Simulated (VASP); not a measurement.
# Co (Fm-3m) in VASP: settings compared

Co is run at these levels: PBEsol, r2SCAN, PBE; tasks: electric field gradients, density of states.

Program: VASP 6.6.1. These are calculated values, not measurements. Logs are shortened: lines on timing, memory, paths and dates and some standing lists are left out, and cuts for length are marked.

## 1. The cell of the first run

The structure is cubic, space group Fm-3m (No. 225). The conventional cell has a = 3.513 Å, b = 3.513 Å, c = 3.513 Å, α = 90.00°, β = 90.00°, γ = 90.00°. Co (site symmetry m-3m) has 12 Co at 2.48 Å within 3.3 Å.

## 2. Electric field gradients, PBEsol, collinear spin, ferromagnetic start

Contents of INCAR:

```
PREC     = Accurate       # precision mode
ENCUT    = 520            # plane-wave cutoff, eV
EDIFF    = 1E-8           # SCF threshold, eV
ISMEAR   = -1             # smearing method
SIGMA    = 0.05           # smearing width, eV
LREAL    = False          # projectors in reciprocal space
LASPH    = True           # aspherical terms in the spheres
NELM     = 150            # most SCF steps
ALGO     = Normal         # electronic algorithm
ISIF     = 2              # what is computed and relaxed
LWAVE    = False          # write WAVECAR
LCHARG   = False          # write CHGCAR
ISPIN    = 2              # spin polarisation
MAGMOM   = 2              # initial moments
LORBIT   = 11             # projections on sites
LMAXMIX  = 4              # l up to which the mixer works
GGA      = PS             # functional
LEFG     = True         
NBANDS   = 14             # bands
```

Contents of KPOINTS:

```
regular mesh
0
Gamma
  18 18 18
```

Contents of POSCAR:

```
Co
1.0
    0.0000000000      1.7566572351      1.7566572351
    1.7566572351      0.0000000000      1.7566572351
    1.7566572351      1.7566572351      0.0000000000
Co
1
Direct
    0.0000000000      0.0000000000      0.0000000000
```

Potentials or basis: VASP PAW PBE potentials, release 64 (Co).

The run is started by

```sh
$ cat potpaw_PBE.64/Co/POTCAR > POTCAR
$ mpirun -np 1 vasp_std > vasp.out
```

OUTCAR:

```text
PREC = Accurate
   ENCUT = 520
   EDIFF = 1E-8
   ISMEAR = -1
   LREAL = False
   LASPH = True
   NELM = 150
   ISIF = 2
   ISPIN = 2
   LORBIT = 11
   GGA = PS

 ion  position               nearest neighbor table
   1  0.000  0.000  0.000-

  LATTYP: Found a face centered cubic cell.
 ALAT       =     3.5133144702

  Lattice vectors:

 A1 = (   0.0000000000,   1.7566572351,   1.7566572351)
 A2 = (   1.7566572351,   0.0000000000,   1.7566572351)
 A3 = (   1.7566572351,   1.7566572351,   0.0000000000)

Analysis of symmetry for initial positions (statically):
=====================================================================
 Subroutine PRICEL returns:
 Original cell was already a primitive cell.

 Routine SETGRP: Setting up the symmetry group for a
 face centered cubic supercell.

 Subroutine GETGRP returns: Found 48 space group operations
 (whereof 48 operations were pure point group operations)
 out of a pool of 48 trial point group operations.

The static configuration has the point symmetry O_h .

Analysis of symmetry for dynamics (positions and initial velocities):
=====================================================================
 Subroutine PRICEL returns:
 Original cell was already a primitive cell.

 Routine SETGRP: Setting up the symmetry group for a
 face centered cubic supercell.

 Subroutine GETGRP returns: Found 48 space group operations
 (whereof 48 operations were pure point group operations)
 out of a pool of 48 trial point group operations.

The dynamic configuration has the point symmetry O_h .

Analysis of structural, dynamic, and magnetic symmetry:
=====================================================================
 Subroutine PRICEL returns:
 Original cell was already a primitive cell.

 Routine SETGRP: Setting up the symmetry group for a
 face centered cubic supercell.

 Subroutine GETGRP returns: Found 48 space group operations
 (whereof 48 operations were pure point group operations)
 out of a pool of 48 trial point group operations.

The overall configuration has the point symmetry O_h .

 Subroutine INISYM returns: Found 48 space group operations
 (whereof 48 operations are pure point group operations),
 and found     1 'primitive' translations

----------------------------------------------------------------------------------------

[... 548 lines left out ...]
     10      37.7068      0.00000
     11      39.9215      0.00000
     12      40.0705      0.00000
     13      44.4281      0.00000
     14      45.8344      0.00000

 [... further k-points ...]

 spin component 2

 k-point     1 :       0.0000    0.0000    0.0000
  band No.  band energies     occupation
      1       1.1739      1.00000
      2       9.0389      1.00000
      3       9.0389      1.00000
      4       9.0389      1.00000
      5      10.4530      0.00372
      6      10.4530      0.00372
      7      32.9578      0.00000
      8      37.6949      0.00000
      9      37.6949      0.00000
     10      37.6949      0.00000
     11      41.0842      0.00000
     12      41.0842      0.00000
     13      41.0842      0.00000
     14      43.0624      0.00000
[... 379 lines left out ...]
      3       9.2845      1.00000
      4       9.3573      1.00000
      5      10.3222      0.04864
      6      10.7118      0.00002
      7      25.7901      0.00000
      8      32.1760      0.00000
      9      35.5194      0.00000
     10      38.0554      0.00000
     11      40.1757      0.00000
     12      40.2214      0.00000
     13      44.5673      0.00000
     14      46.3198      0.00000

 [... further k-points ...]
[... 5 lines left out ...]
  --------------------------------------------------------------------------------------
  -------------------------------------------------------------------------------------
  Total       -0.6549921     -0.6549921     -0.6549921     -0.0000000      0.0000000     -0.0000000
  in kB      -96.7955888    -96.7955888    -96.7955888     -0.0000000      0.0000000     -0.0000000
  external PRESSURE =     -96.7955888 kB  Pullay stress =       0.0000000 kB

 VOLUME and BASIS-vectors are now :
 -----------------------------------------------------------------------------
  energy-cutoff  :      520.00
  volume of cell :       10.84
      direct lattice vectors                 reciprocal lattice vectors
     0.000000000  1.756657235  1.756657235    -0.284631509  0.284631509  0.284631509
     1.756657235  0.000000000  1.756657235     0.284631509 -0.284631509  0.284631509
     1.756657235  1.756657235  0.000000000     0.284631509  0.284631509 -0.284631509

 POSITION                                       TOTAL-FORCE (eV/Angst)
 -----------------------------------------------------------------------------------
      0.00000      0.00000      0.00000         0.000000      0.000000      0.000000
 -----------------------------------------------------------------------------------
    total drift:                                0.000000     -0.000000     -0.000000

  FREE ENERGIE OF THE ION-ELECTRON SYSTEM (eV)
  ---------------------------------------------------
  free  energy   TOTEN  =        -7.7071402016 eV

  energy  without entropy=       -7.6979178327  energy(sigma->0) =       -7.70252902

 Electric field gradients (V/A^2)
---------------------------------------------------------------------
 ion       V_xx      V_yy      V_zz      V_xy      V_xz      V_yz
---------------------------------------------------------------------
   1      -0.000    -0.000    -0.000     0.001     0.001     0.001
---------------------------------------------------------------------

 Electric field gradients after diagonalization (V/A^2)
 (convention: |V_zz| > |V_xx| > |V_yy|)
----------------------------------------------------------------------
 ion       V_xx      V_yy      V_zz     asymmetry (V_yy - V_xx)/ V_zz
----------------------------------------------------------------------
   1      -0.001    -0.001     0.002       0.000
----------------------------------------------------------------------

           NMR quadrupolar parameters

 Cq : quadrupolar parameter    Cq=e*Q*V_zz/h
 eta: asymmetry parameters     (V_yy - V_xx)/ V_zz
 Q  : nuclear electric quadrupole moment in mb (millibarn)
----------------------------------------------------------------------
 ion       Cq(MHz)       eta       Q (mb)
----------------------------------------------------------------------
   1       0.000       0.000       1.000
----------------------------------------------------------------------

 total charge

# of ion       s       p       d       tot
------------------------------------------
    1        0.491   0.527   7.253   8.271

 magnetization (x)

# of ion       s       p       d       tot
------------------------------------------
    1       -0.013  -0.046   1.694   1.635
```

stdout:

```text
POSCAR found type information on POSCAR Co
 POSCAR found :  1 types and       1 ions
 scaLAPACK will be used
 -----------------------------------------------------------------------------
|                                                                             |
|                                                                             |
|     You enforced a specific xc type in the INCAR file but a different       |
|     I HOPE YOU KNOW WHAT YOU ARE DOING!                                     |
|                                                                             |
 -----------------------------------------------------------------------------

 LDA part: xc-table for (Slater+PW92), standard interpolation
 POSCAR, INCAR and KPOINTS ok, starting setup
 FFT: planning ... GRIDC
 FFT: planning ... GRID_SOFT
 FFT: planning ... GRID
 WAVECAR not read
 entering main loop
ion   1
```

Wall time 32 s (1 thread of Intel Xeon 6975P-C (Granite Rapids), shared host); peak memory 0.16 GiB.

What came out:

```
Free energy                                           : -7.7071 eV
Pressure                                              : -9.7 GPa
Net moment                                            : 1.62 μB per cell
Site moments                                          : Co +1.64 μB
Valence electrons inside the program's atomic spheres : Co 8.27
```

Levels at points of the mesh, in eV from the Fermi level:
Spin up:
```tsv
k point	band 3	band 4	band 5	band 6	band 7	band 8
(0.00, 0.00, 0.00)	-2.70	-2.70	-1.62	-1.62	22.98	27.35
(0.50, 0.00, 0.00)	-2.82	-0.74	-0.74	-0.35	6.12	21.55
(0.50, 0.50, 0.00)	-0.83	-0.48	-0.48	2.46	9.57	14.83
```
Spin down:
```csv
k point,band 2,band 3,band 4,band 5,band 6,band 7
"(0.00, 0.00, 0.00)",-1.13,-1.13,-1.13,0.28,0.28,22.78
"(0.50, 0.00, 0.00)",-1.17,-1.17,-0.32,1.13,1.13,7.14
"(0.50, 0.50, 0.00)",-3.39,1.16,1.33,1.33,2.53,10.49
```

Caveat: without QUAD_EFG the Cq values of the log hold for a quadrupole moment of 1 mb, not for the nuclei; the PAW data sets were made with another functional, which shifts forces and pressure a little.

[end of part 1 of 2]
